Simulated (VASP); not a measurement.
Runs of VASP 6.6.1 on MgSnO2. The structure is that of space group P4_2/mmc (No. 131), or close to it. The cells are those of the table. The cell was generated, and may not be a known phase.

```tsv
task	cell	k mesh	cutoff (eV)	smearing	gap on the mesh (eV)	pressure (GPa)
single point	a = 5.172, b = 5.172, c = 7.085 Å, 8 atoms	8 × 8 × 6	520	gaussian 0.1 eV	none	0.1
single point	a = 5.172, b = 5.172, c = 7.085 Å, 8 atoms	4 × 4 × 4	520	gaussian 0.2 eV	none	0.2
single point	a = 4.539, b = 4.539, c = 6.130 Å, 8 atoms	4 × 4 × 4	520	gaussian 0.1 eV	none	(a)
single point	a = 5.172, b = 5.172, c = 7.085 Å, 8 atoms	4 × 4 × 4	520	gaussian 0.1 eV	none	0.1
relaxation of cell and atoms	relaxed from a = 4.539, b = 4.539, c = 6.130 Å, 8 atoms	4 × 4 × 4	600	gaussian 0.1 eV	none	0.0
```

Alike in all rows: level PBE; potentials or basis VASP PAW PBE potentials, release 64 (Mg, Sn_d, O); no spin polarisation.

**Question.** Estimate the missing entries.

**Answer.** (a) 43.2.

Caveats: semilocal functionals underestimate gaps, and a narrow one can read as zero; spin-orbit coupling is left out, which moves the levels of the heavy elements; the stress differs along the axes, from 20 to 90 GPa (at least some runs).

A k mesh can miss the band edges, and the runs leave out spin-orbit coupling on Sn.

A gap of «none» marks levels without a gap at the run's occupations.
